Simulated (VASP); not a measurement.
A run of VASP 6.6.1 is set up as follows.

INCAR

```
PREC = Accurate ; ENCUT = 520
EDIFF = 1E-6 ; ISMEAR = 0
SIGMA = 0.1 ; LREAL = F
LASPH = T ; NELM = 100
ALGO = Normal ; ISIF = 2
LWAVE = F ; LCHARG = F
LDIPOL = T ; IDIPOL = 3
DIPOL = 0.5 0.5 0.500 ; IBRION = 2
NSW = 80 ; EDIFFG = -0.01
```

The input KPOINTS:

```
regular mesh
0
Gamma
  16 16 1
```

Contents of POSCAR:

```
Ru
1.0
    2.7060000000      0.0000000000      0.0000000000
    1.3530000000      2.3434647426      0.0000000000
    0.0000000000      0.0000000000     30.2460000000
Ru
7
Direct
    0.0000000000      0.0000000000      0.2876413410
    0.3333333333      0.3333333333      0.3584275607
    0.0000000000      0.0000000000      0.4292137803
    0.3333333333      0.3333333333      0.5000000000
    0.0000000000      0.0000000000      0.5707862197
    0.3333333333      0.3333333333      0.6415724393
    0.0000000000      0.0000000000      0.7123586590
```

Potentials or basis: VASP PAW LDA potentials, release 64 (Ru_pv).

Launch:

```bash
$ cat potpaw_LDA.64/Ru_pv/POTCAR > POTCAR
$ mpirun -np 1 vasp_std > vasp.out
```

(1) Predict the energy gained by relaxing.

(2) Predict the band gap on the k mesh.

Answers

(1) 30.7 meV/atom.

(2) zero (band 49 reaches 5.03 eV, above the bottom of band 50 at 2.56 eV).
